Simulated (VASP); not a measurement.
# LaH in VASP: notebook, part 3 of 3

VASP 6.6.1.

**4. Single point, PBE**

This run uses another cell than the first one, of 28.86 Å³/atom, 1.036 times its volume.

File INCAR:

```
SYSTEM = LaH
PREC = Accurate ; ENCUT = 500
EDIFF = 1E-6 ; ISMEAR = 0
SIGMA = 0.2 ; LREAL = .FALSE.
LASPH = .TRUE. ; NELM = 200
ALGO = Normal ; ISIF = 2
LWAVE = .FALSE. ; LCHARG = .FALSE.
GGA = PE ; NBANDS = 13
GGA_COMPAT = .FALSE. ; LMAXMIX = 6
```

File KPOINTS:

```
Automatic mesh
0
G
  6 6 6
  0 0 0
```

File POSCAR:

```
LaH
1.0
    3.8655984371      0.0000000000      0.0000000000
   -1.9327992186      3.3477064474      0.0000000000
    0.0000000000      0.0000000000      4.4596175109
La H
1 1
Direct
    0.0000000000      0.0000000000      0.0000000000
    0.0000000000      0.0000000000      0.5000000000
```

Potentials or basis: VASP PAW PBE potentials, release 64 (La, H).

Run with:

```console
cat potpaw_PBE.64/La/POTCAR potpaw_PBE.64/H/POTCAR > POTCAR
mpirun -np 1 vasp_std > vasp.out
```

OUTCAR:

```text
SYSTEM = LaH
   PREC = Accurate
   ENCUT = 500
   EDIFF = 1E-6
   ISMEAR = 0
   LREAL = .FALSE.
   LASPH = .TRUE.
   NELM = 200
   ISIF = 2
   GGA = PE

 ion  position               nearest neighbor table
   1  0.000  0.000  0.000-   2 2.23   2 2.23
   2  0.000  0.000  0.500-   1 2.23   1 2.23

  LATTYP: Found a hexagonal cell.
 ALAT       =     3.8655984371
 C/A-ratio  =     1.1536680758

  Lattice vectors:

 A1 = (   3.8655984371,   0.0000000000,   0.0000000000)
 A2 = (  -1.9327992186,   3.3477064474,   0.0000000000)
 A3 = (   0.0000000000,   0.0000000000,   4.4596175109)

Analysis of symmetry for initial positions (statically):
=====================================================================
 Subroutine PRICEL returns:
 Original cell was already a primitive cell.

 Routine SETGRP: Setting up the symmetry group for a
 hexagonal supercell.

 Subroutine GETGRP returns: Found 24 space group operations
 (whereof 24 operations were pure point group operations)
 out of a pool of 24 trial point group operations.

The static configuration has the point symmetry D_6h.

Analysis of symmetry for dynamics (positions and initial velocities):
=====================================================================
 Subroutine PRICEL returns:
 Original cell was already a primitive cell.

 Routine SETGRP: Setting up the symmetry group for a
 hexagonal supercell.

 Subroutine GETGRP returns: Found 24 space group operations
 (whereof 24 operations were pure point group operations)
 out of a pool of 24 trial point group operations.

The dynamic configuration has the point symmetry D_6h.

 Subroutine INISYM returns: Found 24 space group operations
 (whereof 24 operations are pure point group operations),
 and found     1 'primitive' translations

----------------------------------------------------------------------------------------

                                     Primitive cell

  volume of cell :      57.7114

  direct lattice vectors                    reciprocal lattice vectors
     3.865598437  0.000000000  0.000000000     0.258692158  0.149355987  0.000000000
    -1.932799219  3.347706447  0.000000000     0.000000000  0.298711974  0.000000000
     0.000000000  0.000000000  4.459617511     0.000000000  0.000000000  0.224234477

  length of vectors
     3.865598437  3.865598437  4.459617511     0.298711974  0.298711974  0.224234477

  position of ions in fractional coordinates (direct lattice)
     0.000000000  0.000000000  0.000000000
     0.000000000  0.000000000  0.500000000

  ion indices of the primitive-cell ions
   primitive index   ion index
                 1           1
                 2           2

----------------------------------------------------------------------------------------

 KPOINTS: Automatic mesh

Automatic generation of k-mesh.
 Grid dimensions read from file:
 generate k-points for:    6    6    6

 Generating k-lattice:

  Cartesian coordinates                     Fractional coordinates (reciprocal lattice)
     0.043115360  0.024892664  0.000000000     0.166666667 -0.000000000  0.000000000
     0.000000000  0.049785329  0.000000000     0.000000000  0.166666667  0.000000000
     0.000000000  0.000000000  0.037372413     0.000000000  0.000000000  0.166666667

  Length of vectors
     0.049785329  0.049785329  0.037372413

  Shift w.r.t. Gamma in fractional coordinates (k-lattice)
     0.000000000  0.000000000  0.000000000

 Subroutine IBZKPT returns following result:
 ===========================================

 Found     28 irreducible k-points:

 Following reciprocal coordinates:
            Coordinates               Weight
  0.000000  0.000000  0.000000      1.000000
  0.166667 -0.000000  0.000000      6.000000
  0.333333  0.000000  0.000000      6.000000
  0.500000 -0.000000  0.000000      3.000000
  0.166667  0.166667  0.000000      6.000000
  0.333333  0.166667  0.000000     12.000000
[... 16 lines left out ...]
  0.166667 -0.000000  0.500000      6.000000
  0.333333  0.000000  0.500000      6.000000
 [... further k-points ...]
   k-points           NKPTS =     28   k-points in BZ     NKDIM =     28   number of bands    NBANDS=     13
   number of dos      NEDOS =    301   number of ions     NIONS =      2
   total plane-waves  NPLWV =  28224
   dimension x,y,z NGX =    28 NGY =   28 NGZ =   36
   dimension x,y,z NGXF=    56 NGYF=   56 NGZF=   72
   ions per type =               1   1
   NGX,Y,Z   is equivalent  to a cutoff of  12.04, 12.04, 13.42 a.u.
   NGXF,Y,Z  is equivalent  to a cutoff of  24.08, 24.08, 26.84 a.u.
 SYSTEM =  LaH
   PREC   = accura    normal or accurate (medium, high low for compatibility)
   ISTART =      0    job   : 0-new  1-cont  2-samecut
   ICHARG =      2    charge: 1-file 2-atom 10-const
   ISPIN  =      1    spin polarized calculation?
   LNONCOLLINEAR =      F non collinear calculations
   LSORBIT =      F    spin-orbit coupling
   LASPH  =      T    aspherical Exc in radial PAW
   ENCUT  =  500.0 eV  36.75 Ry    6.06 a.u.   7.05  7.05  8.13*2*pi/ulx,y,z
   NELM   =    200;   NELMIN=  2; NELMDL= -5     # of ELM steps
   EDIFF  = 0.1E-05   stopping-criterion for ELM
   LREAL  =      F    real-space projection
   EDIFFG = 0.1E-04   stopping-criterion for IOM
   NSW    =      0    number of steps for IOM
   IBRION =     -1    ionic relax: 0-MD 1-quasi-New 2-CG
   NFREE  =      0    steps in history (QN), initial steepest desc. (CG)
   ISIF   =      2    stress and relaxation
   ISYM   =      2    0-nonsym 1-usesym 2-fastsym
   POTIM  = 0.5000    time-step for ionic-motion
   TEBEG  =    0.0;   TEEND  =   0.0 temperature during run
   PSTRESS=    0.0 pullay stress
   NELECT =      12.0000    total number of electrons
   NUPDOWN=      -1.0000    fix difference up-down
   EMIN   =  10.00;   EMAX   =-10.00  energy-range for DOS
   EFERMI =   0.00;   METHOD = LEGACY
   ISMEAR =     0;   SIGMA  =   0.20  broadening in eV -4-tet -1-fermi 0-gaus
   EFERMI_NEDOS =   21; number of points for ismear=-14 and -15
   IALGO  =     38    algorithm
   IMIX   =      4    mixing-type and parameters
     AMIX     =   0.40;   BMIX     =  1.00
     AMIX_MAG =   1.60;   BMIX_MAG =  1.00
  volume/ion in A,a.u.               =      28.86       194.73
  Fermi-wavevector in a.u.,A,eV,Ry     =   0.969873  1.832793 12.798358  0.940653
  Thomas-Fermi vector in A             =   2.099961
   LORBIT       =      0    0 simple, 1 ext, 2 COOP (PROOUT), +10 PAW based schemes
   GGA     = PE    functional components
   LHFCALC =     F    Hartree Fock is set to
   AEXX    =    0.0000 exact exchange contribution
   IVDW    =     0    specifies the selected vdW correction
   LEPSILON=     F    determine dielectric tensor
   LRPA    =     F    only Hartree local field effects (RPA)
 non-spin polarized calculation
 Gauss-broadening in eV      SIGMA  =   0.20
  energy-cutoff  :      500.00
  volume of cell :       57.71
 maximum number of plane-waves:      1484
   NGX = 15   NGY = 15   NGZ = 17

 number of electron      11.9999998 magnetization

 Free energy of the ion-electron system (eV)
  ---------------------------------------------------
  ext. energy  EPLUGINS =         0.00000000
  ---------------------------------------------------
  free energy    TOTEN  =        -7.78559773 eV

  energy without entropy =       -7.73743446  energy(sigma->0) =       -7.76151610

 E-fermi :   4.1320     XC(G=0):  -7.9703

 val. band max:        4.1292989497   @ k =   0.3333   0.1667   0.5000
 cond. band min:       4.1667076346   @ k =   0.3333   0.1667   0.3333
 fundamental gap:      0.0374086849
 Fermi energy:         4.1320113614

 k-point     1 :       0.0000    0.0000    0.0000
  band No.  band energies     occupation
      1     -28.8576      2.00000
      2     -12.4130      2.00000
      3     -12.1790      2.00000
      4     -12.1790      2.00000
      5      -0.3792      2.00000
      6       2.3487      2.00000
      7       5.4568      0.00000
      8       5.7844      0.00000
      9       5.7844      0.00000
     10       5.8452      0.00000
     11       5.9342      0.00000
     12       5.9342      0.00000
     13       6.0720      0.00000
[... 353 lines left out ...]
 k-point    24 :       0.3333    0.0000    0.5000
  band No.  band energies     occupation
      1     -28.7799      2.00000
      2     -12.7688      2.00000
      3     -12.6103      2.00000
      4     -12.3085      2.00000
      5       2.4205      2.00000
      6       3.6511      1.99933
      7       4.2152      0.55622
      8       5.4949      0.00000
      9       5.7389      0.00000
     10       5.7643      0.00000
     11       6.0133      0.00000
     12       6.0428      0.00000
     13       6.1544      0.00000

 [... further k-points ...]
[... 5 lines left out ...]
  --------------------------------------------------------------------------------------
  -------------------------------------------------------------------------------------
  Total        0.0189577      0.0189577      0.0383086     -0.0000000      0.0000000      0.0000000
  in kB        0.5263023      0.5263023      1.0635197     -0.0000000      0.0000000      0.0000000
  external PRESSURE =       0.7053748 kB  Pullay stress =       0.0000000 kB

 VOLUME and BASIS-vectors are now :
 -----------------------------------------------------------------------------
  energy-cutoff  :      500.00
  volume of cell :       57.71
      direct lattice vectors                 reciprocal lattice vectors
     3.865598437  0.000000000  0.000000000     0.258692158  0.149355987  0.000000000
    -1.932799219  3.347706447  0.000000000     0.000000000  0.298711974  0.000000000
     0.000000000  0.000000000  4.459617511     0.000000000  0.000000000  0.224234477

 POSITION                                       TOTAL-FORCE (eV/Angst)
 -----------------------------------------------------------------------------------
      0.00000      0.00000      0.00000         0.000000      0.000000      0.000000
      0.00000      0.00000      2.22981        -0.000000      0.000000      0.000000
 -----------------------------------------------------------------------------------
    total drift:                                0.000000     -0.000000      0.000000

  FREE ENERGIE OF THE ION-ELECTRON SYSTEM (eV)
  ---------------------------------------------------
  free  energy   TOTEN  =        -7.7855977342 eV

  energy  without entropy=       -7.7374344619  energy(sigma->0) =       -7.76151610
```

OSZICAR:

```text
N       E                     dE             d eps       ncg     rms          rms(c)
DAV:   1     0.111729793230E+03    0.11173E+03   -0.39546E+03   728   0.105E+03
DAV:   2     0.951719456138E+00   -0.11078E+03   -0.10492E+03   989   0.168E+02
DAV:   3    -0.782720762172E+01   -0.87789E+01   -0.85584E+01   921   0.847E+01
DAV:   4    -0.838570317801E+01   -0.55850E+00   -0.55109E+00  1316   0.143E+01
DAV:   5    -0.840013849239E+01   -0.14435E-01   -0.14368E-01  1125   0.239E+00    0.431E+00
DAV:   6    -0.788303300165E+01    0.51711E+00   -0.77764E-01  1098   0.383E+00    0.218E+00
DAV:   7    -0.777658390382E+01    0.10645E+00   -0.57720E-01  1166   0.364E+00    0.700E-01
DAV:   8    -0.778565593859E+01   -0.90720E-02   -0.72628E-02  1331   0.217E+00    0.304E-01
DAV:   9    -0.778762438002E+01   -0.19684E-02   -0.34914E-02  1263   0.114E+00    0.235E-01
DAV:  10    -0.778564879951E+01    0.19756E-02   -0.59337E-03  1075   0.348E-01    0.692E-02
DAV:  11    -0.778559890429E+01    0.49895E-04   -0.10277E-03  1308   0.187E-01    0.205E-02
DAV:  12    -0.778560051799E+01   -0.16137E-05   -0.28894E-05  1237   0.429E-02    0.109E-02
DAV:  13    -0.778559802122E+01    0.24968E-05   -0.63172E-06  1346   0.184E-02    0.380E-03
DAV:  14    -0.778559773418E+01    0.28705E-06   -0.77729E-07  1099   0.680E-03
   1 F= -.77855977E+01 E0= -.77615161E+01  d E =-.481633E-01
```

stdout:

```text
POSCAR found type information on POSCAR LaH
 POSCAR found :  2 types and       2 ions
 scaLAPACK will be used
 LDA part: xc-table for (Slater+PW92), standard interpolation
 POSCAR, INCAR and KPOINTS ok, starting setup
 FFT: planning ... GRIDC
 FFT: planning ... GRID_SOFT
 FFT: planning ... GRID
 WAVECAR not read
 entering main loop
```

Wall time 10 s (1 thread of Intel Xeon 6975P-C (Granite Rapids), shared host); peak memory 0.19 GiB.

Results:

```yaml
Free_energy: -7.7856 eV
Pressure: 0.1 GPa
Band_gap_on_the_k_mesh: zero (band 6 reaches 4.86 eV, above the bottom of band 7 at 3.60 eV)
```

Caveat: spin-orbit coupling is left out, which moves the levels of the heavy elements.

**5. Summary**

```csv
cell,k mesh,gap on the mesh (eV),pressure (GPa)
"a = 3.782, b = 3.782, c = 4.497 Å, angles 90.0, 90.0, 120.0°, 2 atoms",7 × 7 × 4,none,0.4
"a = 3.815, b = 3.815, c = 4.485 Å, angles 90.0, 90.0, 120.0°, 2 atoms",7 × 7 × 5,none,0.0
"a = 3.866, b = 3.866, c = 4.460 Å, angles 90.0, 90.0, 120.0°, 2 atoms",6 × 6 × 6,none,0.1
```

Alike in all rows: task single point; level PBE; potentials or basis VASP PAW PBE potentials, release 64 (La, H); no spin polarisation; cutoff (eV) 500; smearing gaussian 0.2 eV.

Caveats: spin-orbit coupling is left out, which moves the levels of the heavy elements.

Absolute energies hang on the potentials; compare differences alone.
